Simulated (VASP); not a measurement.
# MgC2 (P6/mmm) in VASP: a series of runs

MgC2 is run at these levels: PBE; tasks: single point, relaxation of cell and atoms.

Program: VASP 6.6.1. These are calculated values, not measurements. Logs are shortened: lines on timing, memory, paths and dates and some standing lists are left out, and cuts for length are marked.

### 1 The cell of the first run

Symmetry: P6/mmm, No. 191, hexagonal system. Conventional cell: a = 2.566 Å, b = 2.566 Å, c = 9.385 Å, α = 90.00°, β = 90.00°, γ = 120.00°. Mg (site symmetry 6/mmm) has 6 Mg at 2.57 Å within 3.4 Å. Within 2.0 Å of C (site symmetry -6m2) lie 3 C at 1.48 Å.

### 2 Single point, PBE

INCAR

```
SYSTEM = MgC2
PREC = Accurate
ENCUT = 520
EDIFF = 1E-7
ISMEAR = 1
SIGMA = 0.02
LREAL = .FALSE.
LASPH = .TRUE.
NELM = 80
ALGO = Normal
ISIF = 2
LWAVE = .FALSE.
LCHARG = .FALSE.
GGA = PE
NBANDS = 12
```

KPOINTS

```
Automatic mesh
0
G
  10 10 3
  0 0 0
```

POSCAR

```
MgC2
1.0
    2.5662823665      0.0000000000      0.0000000000
   -1.2831411833      2.2224657227      0.0000000000
    0.0000000000      0.0000000000      9.3853905872
Mg C
1 2
Direct
    0.0000000000      0.0000000000      0.0000000000
    0.3333333333      0.6666666667      0.5000000000
    0.6666666667      0.3333333333      0.5000000000
```

Potentials or basis: VASP PAW PBE potentials, release 64 (Mg, C).

On the command line:

```console
> cat potpaw_PBE.64/Mg/POTCAR potpaw_PBE.64/C/POTCAR > POTCAR
> mpirun -np 1 vasp_std > vasp.out
```

OUTCAR:

```text
SYSTEM = MgC2
   PREC = Accurate
   ENCUT = 520
   EDIFF = 1E-7
   ISMEAR = 1
   LREAL = .FALSE.
   LASPH = .TRUE.
   NELM = 80
   ISIF = 2
   GGA = PE

 ion  position               nearest neighbor table
   1  0.000  0.000  0.000-
   2  0.333  0.667  0.500-   3 1.48   3 1.48   3 1.48
   3  0.667  0.333  0.500-   2 1.48   2 1.48   2 1.48

  LATTYP: Found a hexagonal cell.
 ALAT       =     2.5662823665
 C/A-ratio  =     3.6571932651

  Lattice vectors:

 A1 = (   2.5662823665,   0.0000000000,   0.0000000000)
 A2 = (  -1.2831411833,   2.2224657227,   0.0000000000)
 A3 = (   0.0000000000,   0.0000000000,   9.3853905872)

Analysis of symmetry for initial positions (statically):
=====================================================================
 Subroutine PRICEL returns:
 Original cell was already a primitive cell.

 Routine SETGRP: Setting up the symmetry group for a
 hexagonal supercell.

 Subroutine GETGRP returns: Found 24 space group operations
 (whereof 24 operations were pure point group operations)
 out of a pool of 24 trial point group operations.

The static configuration has the point symmetry D_6h.

Analysis of symmetry for dynamics (positions and initial velocities):
=====================================================================
 Subroutine PRICEL returns:
 Original cell was already a primitive cell.

 Routine SETGRP: Setting up the symmetry group for a
 hexagonal supercell.

 Subroutine GETGRP returns: Found 24 space group operations
 (whereof 24 operations were pure point group operations)
 out of a pool of 24 trial point group operations.

The dynamic configuration has the point symmetry D_6h.

 Subroutine INISYM returns: Found 24 space group operations
 (whereof 24 operations are pure point group operations),
 and found     1 'primitive' translations

----------------------------------------------------------------------------------------

                                     Primitive cell

  volume of cell :      53.5293

  direct lattice vectors                    reciprocal lattice vectors
     2.566282366  0.000000000  0.000000000     0.389668734  0.224975348  0.000000000
    -1.283141183  2.222465723  0.000000000     0.000000000  0.449950697  0.000000000
     0.000000000  0.000000000  9.385390587     0.000000000  0.000000000  0.106548576

  length of vectors
     2.566282366  2.566282367  9.385390587     0.449950697  0.449950697  0.106548576

  position of ions in fractional coordinates (direct lattice)
     0.000000000  0.000000000  0.000000000
     0.333333333  0.666666667  0.500000000
     0.666666667  0.333333333  0.500000000

  ion indices of the primitive-cell ions
   primitive index   ion index
                 1           1
                 2           2
                 3           3

----------------------------------------------------------------------------------------

 KPOINTS: Automatic mesh

Automatic generation of k-mesh.
 Grid dimensions read from file:
 generate k-points for:   10   10    3

 Generating k-lattice:

  Cartesian coordinates                     Fractional coordinates (reciprocal lattice)
     0.038966873  0.022497535  0.000000000     0.100000000  0.000000000  0.000000000
     0.000000000  0.044995070  0.000000000     0.000000000  0.100000000  0.000000000
     0.000000000  0.000000000  0.035516192     0.000000000  0.000000000  0.333333333

  Length of vectors
     0.044995070  0.044995070  0.035516192

  Shift w.r.t. Gamma in fractional coordinates (k-lattice)
     0.000000000  0.000000000  0.000000000

 Subroutine IBZKPT returns following result:
 ===========================================

 Found     28 irreducible k-points:

 Following reciprocal coordinates:
            Coordinates               Weight
  0.000000  0.000000  0.000000      1.000000
  0.100000  0.000000  0.000000      6.000000
  0.200000  0.000000  0.000000      6.000000
  0.300000  0.000000  0.000000      6.000000
  0.400000  0.000000  0.000000      6.000000
  0.500000  0.000000  0.000000      3.000000
[... 16 lines left out ...]
  0.300000  0.100000  0.333333     24.000000
  0.400000  0.100000  0.333333     24.000000
 [... further k-points ...]
   k-points           NKPTS =     28   k-points in BZ     NKDIM =     28   number of bands    NBANDS=     12
   number of dos      NEDOS =    301   number of ions     NIONS =      3
   total plane-waves  NPLWV =  28000
   dimension x,y,z NGX =    20 NGY =   20 NGZ =   70
   dimension x,y,z NGXF=    40 NGYF=   40 NGZF=  140
   ions per type =               1   2
   NGX,Y,Z   is equivalent  to a cutoff of  12.96, 12.96, 12.40 a.u.
   NGXF,Y,Z  is equivalent  to a cutoff of  25.91, 25.91, 24.80 a.u.
 SYSTEM =  MgC2
   PREC   = accura    normal or accurate (medium, high low for compatibility)
   ISTART =      0    job   : 0-new  1-cont  2-samecut
   ICHARG =      2    charge: 1-file 2-atom 10-const
   ISPIN  =      1    spin polarized calculation?
   LNONCOLLINEAR =      F non collinear calculations
   LSORBIT =      F    spin-orbit coupling
   LASPH  =      T    aspherical Exc in radial PAW
   ENCUT  =  520.0 eV  38.22 Ry    6.18 a.u.   4.77  4.77 17.45*2*pi/ulx,y,z
   NELM   =     80;   NELMIN=  2; NELMDL= -5     # of ELM steps
   EDIFF  = 0.1E-06   stopping-criterion for ELM
   LREAL  =      F    real-space projection
   EDIFFG = 0.1E-05   stopping-criterion for IOM
   NSW    =      0    number of steps for IOM
   IBRION =     -1    ionic relax: 0-MD 1-quasi-New 2-CG
   NFREE  =      0    steps in history (QN), initial steepest desc. (CG)
   ISIF   =      2    stress and relaxation
   ISYM   =      2    0-nonsym 1-usesym 2-fastsym
   POTIM  = 0.5000    time-step for ionic-motion
   TEBEG  =    0.0;   TEEND  =   0.0 temperature during run
   PSTRESS=    0.0 pullay stress
   NELECT =      10.0000    total number of electrons
   NUPDOWN=      -1.0000    fix difference up-down
   EMIN   =  10.00;   EMAX   =-10.00  energy-range for DOS
   EFERMI =   0.00;   METHOD = LEGACY
   ISMEAR =     1;   SIGMA  =   0.02  broadening in eV -4-tet -1-fermi 0-gaus
   EFERMI_NEDOS =   21; number of points for ismear=-14 and -15
   IALGO  =     38    algorithm
   IMIX   =      4    mixing-type and parameters
     AMIX     =   0.40;   BMIX     =  1.00
     AMIX_MAG =   1.60;   BMIX_MAG =  1.00
  volume/ion in A,a.u.               =      17.84       120.41
  Fermi-wavevector in a.u.,A,eV,Ry     =   0.935860  1.768519 11.916444  0.875834
  Thomas-Fermi vector in A             =   2.062811
   LORBIT       =      0    0 simple, 1 ext, 2 COOP (PROOUT), +10 PAW based schemes
   GGA     = PE    functional components
   LHFCALC =     F    Hartree Fock is set to
   AEXX    =    0.0000 exact exchange contribution
   IVDW    =     0    specifies the selected vdW correction
   LEPSILON=     F    determine dielectric tensor
   LRPA    =     F    only Hartree local field effects (RPA)
 non-spin polarized calculation
 Methfessel and Paxton  Order N= 1 SIGMA  =   0.02
  energy-cutoff  :      520.00
  volume of cell :       53.53
 maximum number of plane-waves:      1454
 NGX is ok and might be reduce to    20
   NGX =  9   NGY =  9   NGZ = 35

 number of electron      10.0000000 magnetization

 Free energy of the ion-electron system (eV)
  ---------------------------------------------------
  ext. energy  EPLUGINS =         0.00000000
  ---------------------------------------------------
  free energy    TOTEN  =       -18.43632700 eV

  energy without entropy =      -18.43610132  energy(sigma->0) =      -18.43625177

 E-fermi :   1.7194     XC(G=0):  -7.7486

 val. band max:        1.5573472184   @ k =   0.1000   0.1000   0.0000
 cond. band min:       1.7194144949   @ k =   0.2000   0.0000   0.3333
 fundamental gap:      0.1620672764
 Fermi energy:         1.7194144949

 k-point     1 :       0.0000    0.0000    0.0000
  band No.  band energies     occupation
      1     -17.3885      2.00000
      2      -5.6708      2.00000
      3      -4.4990      2.00000
      4      -1.8794      2.00000
      5      -1.8794      2.00000
      6       0.7155      2.00000
      7       4.3582      0.00000
      8       8.7494      0.00000
      9       8.7494      0.00000
     10       8.9025      0.00000
     11      10.4125      0.00000
     12      11.1004      0.00000

 k-point     2 :       0.1000    0.0000    0.0000
  band No.  band energies     occupation
      1     -17.1688      2.00000
      2      -5.4151      2.00000
      3      -4.1934      2.00000
      4      -2.7607      2.00000
      5      -2.2964      2.00000
      6       0.9961      2.00000
      7       4.6508      0.00000
      8       8.7670      0.00000
      9       9.1618      0.00000
     10       9.6229      0.00000
     11      10.5611      0.00000
     12      10.6801      0.00000

 k-point     3 :       0.2000    0.0000    0.0000
  band No.  band energies     occupation
      1     -16.5137      2.00000
      2      -4.8276      2.00000
      3      -4.6592      2.00000
      4      -3.2887      2.00000
      5      -3.1988      2.00000
      6       1.8379     -0.00000
      7       5.5209      0.00000
      8       8.4384      0.00000
      9       8.7846      0.00000
     10       9.9475      0.00000
     11      11.3769      0.00000
     12      11.8498      0.00000

 k-point     4 :       0.3000    0.0000    0.0000
  band No.  band energies     occupation
      1     -15.4378      2.00000
      2      -7.2791      2.00000
      3      -4.0843      2.00000
      4      -3.4483      2.00000
      5      -1.8231      2.00000
      6       3.2390      0.00000
      7       6.4533      0.00000
      8       6.9074      0.00000
      9       7.9417      0.00000
     10       9.2263      0.00000
     11      11.1878      0.00000
     12      12.8022      0.00000

 k-point     5 :       0.4000    0.0000    0.0000
  band No.  band energies     occupation
      1     -13.9845      2.00000
      2      -9.6667      2.00000
      3      -4.6859      2.00000
      4      -1.9386      2.00000
      5       0.1208      2.00000
      6       4.0711      0.00000
      7       5.2316      0.00000
      8       5.8407      0.00000
      9       7.5620      0.00000
     10       9.0622      0.00000
     11      10.8704      0.00000
     12      13.0143      0.00000
[... 228 lines left out ...]
      1     -16.7313      2.00000
      2      -4.9184      2.00000
      3      -4.0602      2.00000
      4      -3.5652      2.00000
      5      -3.1348      2.00000
      6       1.4366      2.00000
      7       5.8667      0.00000
      8       8.0803      0.00000
      9       9.2339      0.00000
     10       9.3654      0.00000
     11      10.1947      0.00000
     12      12.9378      0.00000

 k-point    22 :       0.2000    0.1000    0.3333
  band No.  band energies     occupation
      1     -15.8655      2.00000
      2      -6.1009      2.00000
      3      -4.2570      2.00000
      4      -3.9283      2.00000
      5      -2.3836      2.00000
      6       2.5684      0.00000
      7       6.9660      0.00000
      8       7.4053      0.00000
      9       9.0274      0.00000
     10       9.2525      0.00000
     11      10.8748      0.00000
     12      11.8658      0.00000

 k-point    23 :       0.3000    0.1000    0.3333
  band No.  band energies     occupation
      1     -14.5961      2.00000
      2      -8.4345      2.00000
      3      -5.0973      2.00000
      4      -2.5351      2.00000
      5      -0.6783      2.00000
      6       4.2631      0.00000
      7       5.0974      0.00000
      8       7.4090      0.00000
      9       8.6674      0.00000
     10       8.8334      0.00000
     11      10.7316      0.00000
     12      12.8330      0.00000

 k-point    24 :       0.4000    0.1000    0.3333
  band No.  band energies     occupation
      1     -13.0316      2.00000
      2     -10.5999      2.00000
      3      -5.5348      2.00000
      4      -1.0700      2.00000
      5       1.3753      2.00000
      6       3.0981      0.00000
      7       4.6575      0.00000
      8       6.5153      0.00000
      9       8.4214      0.00000
     10       9.4356      0.00000
     11      10.7242      0.00000
     12      12.4971      0.00000

 [... further k-points ...]

------------------------ aborting loop because EDIFF is reached ----------------------------------------

  FORCE on cell =-STRESS in cart. coord.  units (eV):
  Direction    XX          YY          ZZ          XY          YZ          ZX
  --------------------------------------------------------------------------------------
  -------------------------------------------------------------------------------------
  Total        0.1242340      0.1242340     -0.0046453     -0.0000000      0.0000000      0.0000000
  in kB        3.7184249      3.7184249     -0.1390364     -0.0000000      0.0000000      0.0000000
  external PRESSURE =       2.4326045 kB  Pullay stress =       0.0000000 kB

 VOLUME and BASIS-vectors are now :
 -----------------------------------------------------------------------------
  energy-cutoff  :      520.00
  volume of cell :       53.53
      direct lattice vectors                 reciprocal lattice vectors
     2.566282366  0.000000000  0.000000000     0.389668734  0.224975348  0.000000000
    -1.283141183  2.222465723  0.000000000     0.000000000  0.449950697  0.000000000
     0.000000000  0.000000000  9.385390587     0.000000000  0.000000000  0.106548576

 POSITION                                       TOTAL-FORCE (eV/Angst)
 -----------------------------------------------------------------------------------
      0.00000      0.00000      0.00000        -0.000000      0.000000      0.000000
     -0.00000      1.48164      4.69270         0.000000      0.000000      0.000000
      1.28314      0.74082      4.69270        -0.000000     -0.000000      0.000000
 -----------------------------------------------------------------------------------
    total drift:                               -0.000000      0.000000     -0.000000

  FREE ENERGIE OF THE ION-ELECTRON SYSTEM (eV)
  ---------------------------------------------------
  free  energy   TOTEN  =       -18.4363269991 eV

  energy  without entropy=      -18.4361013233  energy(sigma->0) =      -18.43625177
```

Run time: 39 s. Hardware: 1 thread of Intel Xeon 8259CL, shared host; peak memory 0.17 GiB.

What came out:

```
Free energy            : -18.4363 eV
Pressure               : 0.2 GPa
Band gap on the k mesh : zero (bands 5 and 6 overlap by 1.80 eV)
```

Levels at points of the mesh, in eV from the Fermi level:
```csv
k point,band 3,band 4,band 5,band 6,band 7,band 8
"(0.00, 0.00, 0.00)",-6.22,-3.60,-3.60,-1.00,2.64,7.03
"(0.50, 0.00, 0.00)",-6.62,-2.67,0.11,1.07,2.01,5.68
```

### 3 Relaxation of cell and atoms, PBE

This run uses another cell than the first one, of 11.41 Å³/atom.

INCAR

```
SYSTEM = MgC2
  PREC = Accurate
  ENCUT = 600
  EDIFF = 1E-6
  ISMEAR = 1
  SIGMA = 0.02
  LREAL = .FALSE.
  LASPH = .TRUE.
  NELM = 60
  ALGO = Normal
  ISIF = 3
  LWAVE = .FALSE.
  LCHARG = .FALSE.
  GGA = PE
  IBRION = 2
  NSW = 80
  EDIFFG = -0.03
```

KPOINTS

```
Automatic mesh
0
G
  8 8 6
  0 0 0
```

POSCAR

```
MgC2
1.0
    3.3000000000      0.0000000000      0.0000000000
   -1.6500000000      2.8578838325      0.0000000000
    0.0000000000      0.0000000000      3.6300000000
Mg C
1 2
Direct
    0.0000000000      0.0000000000      0.0000000000
    0.3333333333      0.6666666667      0.5000000000
    0.6666666667      0.3333333333      0.5000000000
```

Potentials or basis: VASP PAW PBE potentials, release 64 (Mg, C).

On the command line:

```console
> cat potpaw_PBE.64/Mg/POTCAR potpaw_PBE.64/C/POTCAR > POTCAR
> mpirun -np 1 vasp_std > vasp.out
```

It took 7.2 min on 1 thread of Intel Xeon 8259CL, shared host; peak memory 0.2 GiB.

It converged, with:

```yaml
Free_energy: -18.2041 eV
Relaxed_volume: 10.31 Å³/atom
Relaxed_cell: a = 2.603 Å, b = 2.603 Å, c = 5.273 Å, α = 90.00°, β = 90.00°, γ = 120.00°
Space_group_after_relaxing_to_0.1_Å: P6/mmm (No. 191)
Pressure_after_relaxing: 0.0 GPa
Band_gap_on_the_k_mesh: zero (bands 5 and 6 overlap by 0.50 eV)
```

Stress tensor (GPa, compression positive):
```
-0.05  0.00  0.00
 0.00 -0.05  0.00
 0.00  0.00  0.05
```

Final structure:
```
CELL_PARAMETERS angstrom
2.60257 0.00000 0.00000
-1.30129 2.25389 0.00000
0.00000 0.00000 5.27259
ATOMIC_POSITIONS crystal
Mg 0.00000 0.00000 0.00000
C 0.33333 0.66667 0.50000
C 0.66667 0.33333 0.50000
```

Levels at points of the mesh, in eV from the Fermi level:
```tsv
k point	band 1	band 2	band 3	band 4	band 5	band 6	band 7	band 8	band 9
(0.00, 0.00, 0.00)	-19.57	-8.76	-6.11	-4.15	-4.15	4.12	6.11	6.11	7.83
(0.50, 0.00, 0.00)	-14.93	-13.52	-7.09	-3.93	-0.51	-0.16	1.77	4.42	8.78
(0.00, 0.00, 0.50)	-19.55	-9.64	-4.15	-4.15	-3.70	0.38	6.10	6.10	8.43
(0.50, 0.00, 0.50)	-14.92	-13.50	-7.09	-4.36	-1.37	1.44	4.10	4.47	6.10
```

Caveat: a cell axis changed by over 15 % at a fixed basis, so the end point is rough.

### 4 Relaxation of cell and atoms, PBE

This run uses another cell than the first one, of 17.35 Å³/atom.

INCAR

```
SYSTEM = MgC2
  PREC = Accurate
  ENCUT = 600
  EDIFF = 1E-6
  ISMEAR = 1
  SIGMA = 0.02
  LREAL = .False.
  LASPH = .True.
  NELM = 100
  ALGO = Normal
  ISIF = 3
  LWAVE = .False.
  LCHARG = .False.
  GGA = PE
  IBRION = 2
  NSW = 80
  EDIFFG = -0.03
```

KPOINTS

```
Automatic mesh
0
Gamma
  10 10 3
  0 0 0
```

POSCAR

```
MgC2
1.0
    2.5693649418      0.0000000000      0.0000000000
   -1.2846824709      2.2251353112      0.0000000000
    0.0000000000      0.0000000000      9.1024681511
Mg C
1 2
Direct
    0.0000000000      0.0000000000      0.0000000000
    0.3333333333      0.6666666667      0.5000000000
    0.6666666667      0.3333333333      0.5000000000
```

On the command line:

```console
> cat potpaw_PBE.64/Mg/POTCAR potpaw_PBE.64/C/POTCAR > POTCAR
> mpirun -np 1 vasp_std > vasp.out
```

Run time: 60 s. Hardware: 1 thread of Intel Xeon 8259CL, shared host; peak memory 0.22 GiB.

It converged, with:

- Free energy: -18.4400 eV
- Relaxed volume: 17.32 Å³/atom
- Relaxed cell: a = 2.567 Å, b = 2.567 Å, c = 9.102 Å, α = 90.00°, β = 90.00°, γ = 120.00°
- Space group after relaxing (to 0.1 Å): P6/mmm (No. 191)
- Energy gained by relaxing: 0.0 meV/atom
- Ionic steps: 3
- Pressure after relaxing: 0.0 GPa
- Band gap on the k mesh: zero (bands 5 and 6 overlap by 1.75 eV)

Final structure:
```
CELL_PARAMETERS angstrom
2.56731 0.00000 0.00000
-1.28365 2.22336 0.00000
0.00000 0.00000 9.10196
ATOMIC_POSITIONS crystal
Mg 0.00000 0.00000 0.00000
C 0.33333 0.66667 0.50000
C 0.66667 0.33333 0.50000
```

Levels at points of the mesh, in eV from the Fermi level:
| k point | band 2 | band 3 | band 4 | band 5 | band 6 | band 7 | band 8 | band 9 |
| --- | --- | --- | --- | --- | --- | --- | --- | --- |
| (0.00, 0.00, 0.00) | -7.43 | -6.21 | -3.64 | -3.64 | -0.97 | 2.70 | 6.98 | 6.98 |
| (0.50, 0.00, 0.00) | -13.07 | -6.66 | -2.71 | 0.11 | 1.02 | 2.01 | 5.66 | 5.69 |

### 5 Overview

| task | cell | k mesh | cutoff (eV) | gap on the mesh (eV) | pressure (GPa) | relaxed volume (Å³/atom) |
| --- | --- | --- | --- | --- | --- | --- |
| single point | a = 2.566, b = 2.566, c = 9.385 Å, angles 90.0, 90.0, 120.0°, 3 atoms | 10 × 10 × 3 | 520 | none | 0.2 | - |
| relaxation of cell and atoms | relaxed from a = 3.300, b = 3.300, c = 3.630 Å, angles 90.0, 90.0, 120.0°, 3 atoms | 8 × 8 × 6 | 600 | none | 0.0 | 10.31 |
| relaxation of cell and atoms | relaxed from a = 2.569, b = 2.569, c = 9.102 Å, angles 90.0, 90.0, 120.0°, 3 atoms | 10 × 10 × 3 | 600 | none | 0.0 | 17.32 |

Alike in all rows: level PBE; potentials or basis VASP PAW PBE potentials, release 64 (Mg, C); no spin polarisation; smearing methfessel-paxton 0.02 eV.

Caveats: a cell axis changed by over 15 % at a fixed basis, so the end point is rough (at least some runs).

Total energies depend on the potentials used, so only differences within one code and one set of settings carry meaning.
